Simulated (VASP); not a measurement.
# Si24O47 (a cell with a defect) in VASP: a series of runs, part 2 of 2

VASP 6.6.1. The steps go on from the part before.

### 3 Single point, PBEsol

File INCAR:

```
PREC = Accurate
ENCUT = 520
EDIFF = 1E-6
ISMEAR = -1
SIGMA = 0.05
LREAL = Auto
LASPH = True
NELM = 100
ALGO = Normal
ISIF = 2
LWAVE = False
LCHARG = False
GGA = PS
NBANDS = 230
NELECT = 376.0
```

File KPOINTS:

```
regular mesh
0
Gamma
  1 1 1
```

File POSCAR:

```
Si24O47
1.0
    8.3886930000      0.0000000000      0.0000000000
    0.0000000000      8.3886930000      0.0000000000
    0.0000000000      0.0000000000      8.0356430000
Si O
24 47
Direct
    0.0001700000      0.0036600000      0.0015200000
    0.0011600000      0.0020300000      0.3307600000
    0.0010000000      0.0023100000      0.6701600000
    0.9988100000      0.4977900000      0.0031400000
    0.0178800000      0.5204300000      0.3361100000
    0.9971400000      0.4971600000      0.6676300000
    0.4973800000      0.9963500000      0.9976400000
    0.4999000000      0.9948300000      0.3324700000
    0.4974200000      0.9965800000      0.6669000000
    0.4969500000      0.5024000000      0.9988800000
    0.5179500000      0.4977400000      0.3227200000
    0.4920400000      0.5112600000      0.6817400000
    0.2539400000      0.2478000000      0.1678800000
    0.2546200000      0.2488300000      0.4989900000
    0.2495900000      0.2494000000      0.8341000000
    0.2556400000      0.7514200000      0.1652800000
    0.2424800000      0.7641700000      0.5028300000
    0.2433600000      0.7512100000      0.8352200000
    0.7322400000      0.2415600000      0.1622000000
    0.7520600000      0.2288200000      0.5085200000
    0.7503600000      0.2526300000      0.8357600000
    0.7503600000      0.7536700000      0.1653900000
    0.7510600000      0.7518200000      0.4991400000
    0.7524400000      0.7497700000      0.8337200000
    0.1519300000      0.1539000000      0.0014800000
    0.1564100000      0.1525000000      0.3339600000
    0.1534000000      0.1549800000      0.6661100000
    0.1520500000      0.6523900000      0.0040700000
    0.1637900000      0.6574800000      0.3370000000
    0.1574500000      0.6506700000      0.6632600000
    0.6501700000      0.1488800000      0.9947600000
    0.6548200000      0.1379100000      0.3319300000
    0.6462900000      0.1563800000      0.6673800000
    0.6558700000      0.6518200000      0.9991000000
    0.6548800000      0.6579500000      0.3294200000
    0.6571700000      0.6467600000      0.6659100000
    0.3438200000      0.3487300000      0.9996600000
    0.3583200000      0.3433800000      0.3345500000
    0.3512500000      0.3481800000      0.6656800000
    0.3448200000      0.8473800000      0.9989900000
    0.3494000000      0.8454200000      0.3365800000
    0.3473400000      0.8433500000      0.6660100000
    0.8430000000      0.3468700000      0.0060000000
    0.7217100000      0.3893000000      0.3979000000
    0.8445100000      0.3453200000      0.6707000000
    0.8486400000      0.8495200000      0.0012700000
    0.8478400000      0.8513500000      0.3330700000
    0.8473700000      0.8493300000      0.6663200000
    0.0927800000      0.4016700000      0.1755800000
    0.0906200000      0.4005000000      0.4952600000
    0.0963600000      0.4023600000      0.8340700000
    0.0970100000      0.9051000000      0.1676500000
    0.0949300000      0.9069800000      0.5009100000
    0.0966500000      0.9038100000      0.8336000000
    0.5924600000      0.3977300000      0.1520200000
    0.5938100000      0.4047800000      0.8310600000
    0.5945100000      0.8994200000      0.1631600000
    0.5970100000      0.9003900000      0.5020900000
    0.5960400000      0.9003000000      0.8312300000
    0.4037700000      0.0946500000      0.1655300000
    0.4034100000      0.0940300000      0.5003800000
    0.4006100000      0.0946200000      0.8323800000
    0.4064200000      0.5973800000      0.1670600000
    0.4321400000      0.5728500000      0.4970200000
    0.3988600000      0.6024700000      0.8384100000
    0.9018800000      0.1073900000      0.1720700000
    0.9071400000      0.1026500000      0.4977200000
    0.9021500000      0.0986300000      0.8339100000
    0.9035600000      0.5946800000      0.1735600000
    0.9088700000      0.6021200000      0.4992500000
    0.9053900000      0.5976000000      0.8347400000
```

Potentials or basis: VASP PAW PBE potentials, release 64 (Si, O).

On the command line:

```sh
> cat potpaw_PBE.64/Si/POTCAR potpaw_PBE.64/O/POTCAR > POTCAR
> mpirun -np 1 vasp_gam > vasp.out
```

It took 5.8 min on 1 thread of Intel Xeon 8259CL, shared host; peak memory 0.52 GiB.

The run converged. Its results:

```yaml
Free_energy: -591.9631 eV
Largest_force: 0.123 eV/Å
```

Forces in eV/Å, atoms in the order of the input:
```
Si   0.009 -0.019 -0.012
Si   0.001  0.011  0.052
Si  -0.002  0.011 -0.047
Si   0.016 -0.002 -0.006
Si  -0.011  0.000  0.010
Si   0.015  0.018 -0.021
Si   0.004 -0.013  0.003
Si  -0.031 -0.013  0.003
Si   0.000  0.011  0.012
Si  -0.005  0.009 -0.008
Si  -0.037  0.040 -0.014
Si  -0.045  0.044 -0.012
Si  -0.015  0.021 -0.006
Si  -0.032  0.015  0.011
Si   0.000 -0.006 -0.011
Si  -0.030  0.010  0.035
Si   0.003 -0.012 -0.031
Si   0.032  0.005  0.000
Si  -0.005 -0.040  0.003
Si   0.016 -0.057 -0.021
Si  -0.023 -0.048 -0.008
Si  -0.004 -0.014  0.008
Si  -0.007 -0.026 -0.017
Si   0.007  0.017 -0.002
O   -0.015 -0.007  0.006
O   -0.013 -0.020  0.004
O   -0.006 -0.007 -0.006
O   -0.025 -0.023  0.008
O    0.038  0.019  0.010
O   -0.034 -0.030 -0.009
O   -0.025 -0.014 -0.028
O    0.034 -0.013  0.055
O   -0.019 -0.004  0.027
O   -0.004  0.007  0.013
O   -0.026  0.037  0.032
O   -0.019 -0.021  0.002
O   -0.010 -0.010  0.019
O    0.027 -0.010 -0.012
O   -0.005  0.010  0.003
O    0.009  0.009 -0.002
O    0.026  0.019 -0.001
O    0.002  0.003  0.005
O    0.037  0.023  0.041
O   -0.056  0.085 -0.070
O    0.078 -0.024 -0.029
O    0.017  0.025  0.001
O    0.021  0.000 -0.011
O    0.020  0.001 -0.004
O    0.028  0.003 -0.020
O    0.013 -0.006  0.008
O    0.018  0.015 -0.004
O    0.027 -0.021  0.004
O   -0.013  0.021 -0.007
O    0.014 -0.019 -0.005
O    0.030 -0.042  0.033
O    0.024 -0.034 -0.004
O    0.014  0.003 -0.026
O    0.022  0.006 -0.011
O    0.017 -0.019 -0.009
O    0.004  0.004  0.012
O   -0.006  0.013 -0.005
O   -0.018  0.013 -0.008
O   -0.019  0.019 -0.001
O    0.066 -0.050  0.013
O   -0.054  0.044  0.020
O   -0.033  0.024 -0.002
O    0.002 -0.049  0.034
O   -0.020  0.007  0.004
O   -0.008  0.006  0.000
O   -0.001  0.042  0.000
O   -0.015  0.002 -0.002
```

Levels at points of the mesh, in eV from the Fermi level:
| k point | band 185 | band 186 | band 187 | band 188 | band 189 | band 190 | band 191 | band 192 |
| --- | --- | --- | --- | --- | --- | --- | --- | --- |
| (0.00, 0.00, 0.00) | -2.10 | -2.01 | -1.64 | -1.21 | 2.38 | 3.87 | 4.40 | 4.82 |

Caveat: the k points lie up to 0.78 Å⁻¹ apart; the cell carries a net charge on a neutralising background, which shifts energy and pressure; the cell is charged against a uniform background, so pressure and absolute levels hang on convention; the PAW data sets were made with another functional, which shifts forces and pressure a little.
